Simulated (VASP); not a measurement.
Set up this calculation in VASP 6.6.1, as the native input.

- Task: single point
- Functional: PBEsol
- Potentials or basis: VASP PAW PBE potentials, release 64 (Sn_d)
- Cutoff: 520 eV
- k mesh: 12 × 12 × 12
- Occupations: gaussian, width 0.15 eV
- Spin: no spin polarisation
- Dipole correction: no
- Further INCAR settings: ALGO = Fast; EDIFF = 1e-06; NBANDS = 21

The structure of Sn lies in POSCAR:

```
Sn
1.0
    0.0000000000      3.2942840000      3.2456000000
    3.2456000000      0.0000000000      3.2456000000
    3.2456000000      3.2942840000      0.0000000000
Sn
2
Direct
    0.5000000000      0.5000000000      0.5000000000
    0.7500000000      0.7500000000      0.7500000000
```

This cell differs from its parent crystal: strain +0.0150 x Voigt [0, 1, 0, 0, 0, 0].

These files were run (other wordings do the same):

INCAR

```
PREC = Accurate ; ENCUT = 520
EDIFF = 1E-6 ; ISMEAR = 0
SIGMA = 0.15 ; LREAL = F
LASPH = T ; NELM = 80
ALGO = Fast ; ISIF = 2
LWAVE = F ; LCHARG = T
GGA = PS ; LELF = T
LVHAR = T ; NBANDS = 21
```

KPOINTS

```
regular mesh
0
Gamma
  12 12 12
```

Potentials or basis: VASP PAW PBE potentials, release 64 (Sn_d).

Launch:

```bash
$ cat potpaw_PBE.64/Sn_d/POTCAR > POTCAR
$ mpirun -np 1 vasp_std > vasp.out
```

Results of the run:

- Pressure: 0.3 GPa
- Band gap on the k mesh: zero (bands 14 and 15 overlap by 0.21 eV)

Caveat: the cell differs from its parent crystal (strain +0.0150 x Voigt [0, 1, 0, 0, 0, 0]); the PAW data sets were made with another functional, which shifts forces and pressure a little; spin-orbit coupling is left out, which moves the levels of the heavy elements.

Wall time 2.9 min on 1 thread of AMD EPYC 9R45 96-Core Processor (Zen 5) (shared host), peak memory 0.3 GiB.
